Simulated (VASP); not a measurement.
# CoSi (Pm-3m) in VASP: further runs, part 2 of 2

VASP 6.6.1. Earlier steps stand in the parts before.

## 4. Single point, PBE, collinear spin, ferromagnetic start

File INCAR:

```
SYSTEM = CoSi
PREC = Accurate
ENCUT = 520
EDIFF = 1E-6
ISMEAR = -1
SIGMA = 0.03
LREAL = .False.
LASPH = .True.
NELM = 150
ALGO = Normal
ISIF = 2
LWAVE = .False.
LCHARG = .True.
ISPIN = 2
MAGMOM = 2 0
LORBIT = 11
LMAXMIX = 4
GGA = PE
LELF = .True.
LVHAR = .True.
NBANDS = 18
```

File KPOINTS:

```
Automatic mesh
0
Gamma
  14 14 14
  0 0 0
```

File POSCAR:

```
CoSi
1.0
    2.7813340000      0.0000000000      0.0000000000
    0.0000000000      2.7813340000      0.0000000000
    0.0000000000      0.0000000000      2.7813340000
Co Si
1 1
Direct
    0.0000000000      0.0000000000      0.0000000000
    0.5000000000      0.5000000000      0.5000000000
```

On the command line:

```
$ cat potpaw_PBE.64/Co/POTCAR potpaw_PBE.64/Si/POTCAR > POTCAR
$ mpirun -np 1 vasp_std > vasp.out
```

It took 34 s on 1 thread of Intel Xeon Platinum 8559C (Emerald Rapids), shared host; peak memory 0.2 GiB.

It converged, with:

```
Free energy                                           : -13.2838 eV
Pressure                                              : 0.7 GPa
Net moment                                            : 0.60 μB per cell
Site moments                                          : Co +0.59; Si +0.01 μB
Valence electrons inside the program's atomic spheres : Co 8.61; Si 1.57
```

Levels at points of the mesh, in eV from the Fermi level:
Spin up:
```
           k point  band 3  band 4  band 5  band 6  band 7  band 8  band 9  band 10  band 11  band 12
(0.00, 0.00, 0.00)   -4.22   -1.65   -1.65   -1.65    2.94    2.94    2.94     7.36     7.36    11.95
(0.50, 0.00, 0.00)   -3.50   -2.89   -2.89   -1.50   -0.85    6.61    7.98     7.98     9.38     9.38
(0.50, 0.50, 0.00)   -5.31   -4.27   -2.44   -2.44   -1.17    1.26    1.60     8.02    13.41    14.47
(0.50, 0.50, 0.50)   -6.02   -1.74   -1.13   -1.13    1.25    1.25    1.25     3.35     3.35     3.35
```
Spin down:
| k point | band 3 | band 4 | band 5 | band 6 | band 7 | band 8 | band 9 | band 10 |
| --- | --- | --- | --- | --- | --- | --- | --- | --- |
| (0.00, 0.00, 0.00) | -3.58 | -1.25 | -1.25 | -1.25 | 2.96 | 2.96 | 2.96 | 7.66 |
| (0.50, 0.00, 0.00) | -2.73 | -2.57 | -2.57 | -1.10 | 0.06 | 6.61 | 8.09 | 8.09 |
| (0.50, 0.50, 0.00) | -5.30 | -3.80 | -2.08 | -2.08 | -0.20 | 1.60 | 2.12 | 8.04 |
| (0.50, 0.50, 0.50) | -5.87 | -1.72 | -0.16 | -0.16 | 1.27 | 1.27 | 1.27 | 3.62 |

## 5. Single point, PBE, collinear spin, ferromagnetic start

File INCAR:

```
SYSTEM = CoSi
  PREC = Accurate
  ENCUT = 520
  EDIFF = 1E-6
  ISMEAR = -1
  SIGMA = 0.03
  LREAL = .FALSE.
  LASPH = .TRUE.
  NELM = 150
  ALGO = Normal
  ISIF = 2
  LWAVE = .FALSE.
  LCHARG = .TRUE.
  ISPIN = 2
  MAGMOM = 0.15 0
  LORBIT = 11
  NUPDOWN = 0.15
  LMAXMIX = 4
  GGA = PE
  LELF = .TRUE.
  LVHAR = .TRUE.
  NBANDS = 18
```

File KPOINTS:

```
regular mesh
0
G
  14 14 14
  0 0 0
```

POSCAR is that of step 4.

Potentials or basis: VASP PAW PBE potentials, release 64 (Co, Si).

On the command line:

```
$ cat potpaw_PBE.64/Co/POTCAR potpaw_PBE.64/Si/POTCAR > POTCAR
$ mpirun -np 1 vasp_std > vasp.out
```

OUTCAR:

```text
SYSTEM = CoSi
   PREC = Accurate
   ENCUT = 520
   EDIFF = 1E-6
   ISMEAR = -1
   LREAL = .FALSE.
   LASPH = .TRUE.
   NELM = 150
   ISIF = 2
   ISPIN = 2
   LORBIT = 11
   NUPDOWN = 0.15
   GGA = PE

 ion  position               nearest neighbor table
   1  0.000  0.000  0.000-   2 2.41   2 2.41   2 2.41   2 2.41   2 2.41   2 2.41   2 2.41   2 2.41

   2  0.500  0.500  0.500-   1 2.41   1 2.41   1 2.41   1 2.41   1 2.41   1 2.41   1 2.41   1 2.41

  LATTYP: Found a simple cubic cell.
 ALAT       =     2.7813340000

  Lattice vectors:

 A1 = (   2.7813340000,   0.0000000000,   0.0000000000)
 A2 = (   0.0000000000,   2.7813340000,   0.0000000000)
 A3 = (   0.0000000000,   0.0000000000,   2.7813340000)

Analysis of symmetry for initial positions (statically):
=====================================================================
 Subroutine PRICEL returns:
 Original cell was already a primitive cell.

 Routine SETGRP: Setting up the symmetry group for a
 simple cubic supercell.

 Subroutine GETGRP returns: Found 48 space group operations
 (whereof 48 operations were pure point group operations)
 out of a pool of 48 trial point group operations.

The static configuration has the point symmetry O_h .

Analysis of symmetry for dynamics (positions and initial velocities):
=====================================================================
 Subroutine PRICEL returns:
 Original cell was already a primitive cell.

 Routine SETGRP: Setting up the symmetry group for a
 simple cubic supercell.

 Subroutine GETGRP returns: Found 48 space group operations
 (whereof 48 operations were pure point group operations)
 out of a pool of 48 trial point group operations.

The dynamic configuration has the point symmetry O_h .

Analysis of structural, dynamic, and magnetic symmetry:
=====================================================================
 Subroutine PRICEL returns:
 Original cell was already a primitive cell.

 Routine SETGRP: Setting up the symmetry group for a
 simple cubic supercell.

 Subroutine GETGRP returns: Found 48 space group operations
 (whereof 48 operations were pure point group operations)
 out of a pool of 48 trial point group operations.

The overall configuration has the point symmetry O_h .

 Subroutine INISYM returns: Found 48 space group operations
 (whereof 48 operations are pure point group operations),
 and found     1 'primitive' translations

----------------------------------------------------------------------------------------

                                     Primitive cell

  volume of cell :      21.5159

  direct lattice vectors                    reciprocal lattice vectors
     2.781334000  0.000000000  0.000000000     0.359539703  0.000000000  0.000000000
     0.000000000  2.781334000  0.000000000     0.000000000  0.359539703  0.000000000
     0.000000000  0.000000000  2.781334000     0.000000000  0.000000000  0.359539703

  length of vectors
     2.781334000  2.781334000  2.781334000     0.359539703  0.359539703  0.359539703

  position of ions in fractional coordinates (direct lattice)
     0.000000000  0.000000000  0.000000000
     0.500000000  0.500000000  0.500000000

  ion indices of the primitive-cell ions
   primitive index   ion index
                 1           1
                 2           2

[... 64 lines left out ...]
   ICHARG =      2    charge: 1-file 2-atom 10-const
   ISPIN  =      2    spin polarized calculation?
   LNONCOLLINEAR =      F non collinear calculations
   LSORBIT =      F    spin-orbit coupling
   LASPH  =      T    aspherical Exc in radial PAW
   ENCUT  =  520.0 eV  38.22 Ry    6.18 a.u.   5.17  5.17  5.17*2*pi/ulx,y,z
   NELM   =    150;   NELMIN=  2; NELMDL= -5     # of ELM steps
   EDIFF  = 0.1E-05   stopping-criterion for ELM
   LREAL  =      F    real-space projection
   EDIFFG = 0.1E-04   stopping-criterion for IOM
   NSW    =      0    number of steps for IOM
   IBRION =     -1    ionic relax: 0-MD 1-quasi-New 2-CG
   NFREE  =      0    steps in history (QN), initial steepest desc. (CG)
   ISIF   =      2    stress and relaxation
   ISYM   =      2    0-nonsym 1-usesym 2-fastsym
   POTIM  = 0.5000    time-step for ionic-motion
   TEBEG  =    0.0;   TEEND  =   0.0 temperature during run
   PSTRESS=    0.0 pullay stress
   NELECT =      13.0000    total number of electrons
   NUPDOWN=       0.1500    fix difference up-down
   EMIN   =  10.00;   EMAX   =-10.00  energy-range for DOS
   EFERMI =   0.00;   METHOD = LEGACY
   ISMEAR =    -1;   SIGMA  =   0.03  broadening in eV -4-tet -1-fermi 0-gaus
   EFERMI_NEDOS =   21; number of points for ismear=-14 and -15
   IALGO  =     38    algorithm
   IMIX   =      4    mixing-type and parameters
     AMIX     =   0.40;   BMIX     =  1.00
     AMIX_MAG =   1.60;   BMIX_MAG =  1.00
  volume/ion in A,a.u.               =      10.76        72.60
  Fermi-wavevector in a.u.,A,eV,Ry     =   1.384000  2.615381 26.061367  1.915456
  Thomas-Fermi vector in A             =   2.508545
   LORBIT       =     11    0 simple, 1 ext, 2 COOP (PROOUT), +10 PAW based schemes
   GGA     = PE    functional components
   LHFCALC =     F    Hartree Fock is set to
   AEXX    =    0.0000 exact exchange contribution
   IVDW    =     0    specifies the selected vdW correction
   LEPSILON=     F    determine dielectric tensor
   LRPA    =     F    only Hartree local field effects (RPA)
 spin polarized calculation
  energy-cutoff  :      520.00
  volume of cell :       21.52
 maximum number of plane-waves:       595
 NGX is ok and might be reduce to    24
   NGX = 11   NGY = 11   NGZ = 11

 number of electron      13.0000003 magnetization       0.1500000

 Free energy of the ion-electron system (eV)
  ---------------------------------------------------
  ext. energy  EPLUGINS =         0.00000000
  ---------------------------------------------------
  free energy    TOTEN  =       -13.26782866 eV

  energy without entropy =      -13.26094625  energy(sigma->0) =      -13.26438746

 E-fermi :  12.7600     XC(G=0): -12.9409

 val. band max:       12.7554155522   @ k =   0.2857   0.0000   0.0000
 cond. band min:      12.7052642002   @ k =   0.5000   0.3571   0.3571
 fundamental gap:     -0.0501513520
 Fermi energy:        12.7004593683

 spin component 1

 k-point     1 :       0.0000    0.0000    0.0000
  band No.  band energies     occupation
      1      -1.4130      1.00000
      2       8.9706      1.00000
      3       8.9706      1.00000
      4      11.4735      1.00000
      5      11.4735      1.00000
      6      11.4735      1.00000
[... 493 lines left out ...]
     17      34.9986      0.00000
     18      38.3779      0.00000

 [... further k-points ...]

 spin component 2

 k-point     1 :       0.0000    0.0000    0.0000
  band No.  band energies     occupation
      1      -1.4150      1.00000
      2       9.1395      1.00000
      3       9.1395      1.00000
      4      11.5744      1.00000
      5      11.5744      1.00000
      6      11.5744      1.00000
[... 493 lines left out ...]
     17      35.0191      0.00000
     18      38.3686      0.00000

 [... further k-points ...]

------------------------ aborting loop because EDIFF is reached ----------------------------------------

  FORCE on cell =-STRESS in cart. coord.  units (eV):
  Direction    XX          YY          ZZ          XY          YZ          ZX
  --------------------------------------------------------------------------------------
  -------------------------------------------------------------------------------------
  Total       -0.0181659     -0.0181659     -0.0181659      0.0000000      0.0000000     -0.0000000
  in kB       -1.3527227     -1.3527227     -1.3527227      0.0000000      0.0000000     -0.0000000
  external PRESSURE =      -1.3527227 kB  Pullay stress =       0.0000000 kB

 VOLUME and BASIS-vectors are now :
 -----------------------------------------------------------------------------
  energy-cutoff  :      520.00
  volume of cell :       21.52
      direct lattice vectors                 reciprocal lattice vectors
     2.781334000  0.000000000  0.000000000     0.359539703  0.000000000  0.000000000
     0.000000000  2.781334000  0.000000000     0.000000000  0.359539703  0.000000000
     0.000000000  0.000000000  2.781334000     0.000000000  0.000000000  0.359539703

 POSITION                                       TOTAL-FORCE (eV/Angst)
 -----------------------------------------------------------------------------------
      0.00000      0.00000      0.00000         0.000000      0.000000      0.000000
      1.39067      1.39067      1.39067         0.000000      0.000000      0.000000
 -----------------------------------------------------------------------------------
    total drift:                                0.000000      0.000000      0.000000

  FREE ENERGIE OF THE ION-ELECTRON SYSTEM (eV)
  ---------------------------------------------------
  free  energy   TOTEN  =       -13.2678286647 eV

  energy  without entropy=      -13.2609462494  energy(sigma->0) =      -13.26438746

 total charge

# of ion       s       p       d       tot
------------------------------------------
    1        0.439   0.579   7.599   8.617
    2        0.711   0.861   0.000   1.572
--------------------------------------------------
tot          1.149   1.440   7.599  10.188

 magnetization (x)

# of ion       s       p       d       tot
------------------------------------------
    1        0.002  -0.001   0.155   0.156
    2       -0.000   0.002   0.000   0.001
--------------------------------------------------
tot          0.002   0.000   0.155   0.157
```

stdout:

```text
POSCAR found type information on POSCAR CoSi
 POSCAR found :  2 types and       2 ions
 scaLAPACK will be used
 LDA part: xc-table for (Slater+PW92), standard interpolation
 POSCAR, INCAR and KPOINTS ok, starting setup
 FFT: planning ... GRIDC
 FFT: planning ... GRID_SOFT
 FFT: planning ... GRID
 WAVECAR not read
 entering main loop
```

Run time: 37 s. Hardware: 1 thread of Intel Xeon Platinum 8559C (Emerald Rapids), shared host; peak memory 0.2 GiB.

What came out:

- Free energy: -13.2678 eV
- Pressure: -0.1 GPa
- Net moment: 0.15 μB per cell
- Site moments: Co +0.16; Si +0.00 μB
- Valence electrons inside the program's atomic spheres: Co 8.62; Si 1.57

Caveat: the total moment is fixed, so each spin has its own Fermi level.

## 6. The runs side by side

| spin | fixed moment (μB) | pressure (GPa) | moment (μB) |
| --- | --- | --- | --- |
| collinear, zero start | 0.0 | -0.5 | 0.00 |
| collinear, ferromagnetic start | - | 0.7 | 0.60 |
| collinear, ferromagnetic start | 0.15 | -0.1 | 0.15 |

Alike in all rows: task single point; level PBE; potentials or basis VASP PAW PBE potentials, release 64 (Co, Si); cell as given; k mesh 14 × 14 × 14; cutoff (eV) 520; smearing fermi-dirac 0.03 eV.

Caveats: the total moment is fixed, so each spin has its own Fermi level (some runs).

Total energies depend on the potentials used, so only differences within one code and one set of settings carry meaning.
